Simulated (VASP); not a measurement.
# Nb2SiB2: single point with PBE

Crystal: Nb2SiB2.

```xyz
5
Lattice="4.2765 0.0000 0.0000 -2.1382 3.7035 0.0000 0.0000 0.0000 4.5939" Properties=species:S:1:pos:R:3 pbc="T T T"
Nb    0.0000    2.4690    2.2969
Nb    2.1382    1.2345    2.2969
Si    0.0000    0.0000    0.0000
B     0.0000    2.4690    0.0000
B     2.1382    1.2345    0.0000
```

```
Program             : VASP 6.6.1
Task                : single point
Functional          : PBE
Potentials or basis : VASP PAW PBE potentials, release 64 (Nb_sv, Si, B)
Cutoff              : 520 eV
k mesh              : 6 × 6 × 4
Occupations         : gaussian, width 0.1 eV
Spin                : no spin polarisation
```

```json
{
  "Pressure": "-0.1 GPa",
  "Band gap on the k mesh": "zero (band 18 reaches 9.11 eV, above the bottom of band 19 at 8.15 eV)"
}
```

Stress tensor (GPa, compression positive):
```
-0.02  0.00  0.00
 0.00 -0.02  0.00
 0.00  0.00 -0.19
```

Levels at points of the mesh, in eV from the Fermi level:
```
           k point  band 16  band 17  band 18  band 19  band 20  band 21
(0.00, 0.00, 0.00)    -2.19    -0.93    -0.93    -0.37     1.46     1.46
(0.50, 0.00, 0.00)    -1.29    -1.18    -0.63     2.14     2.22     3.25
(0.00, 0.00, 0.50)    -1.35    -1.24    -1.05     0.07     0.07     1.25
(0.50, 0.00, 0.50)    -1.26    -0.51    -0.32     0.57     1.20     1.83
```

Run time: 44 s on 1 thread of Intel Xeon 6975P-C (shared host), peak memory 0.2 GiB.
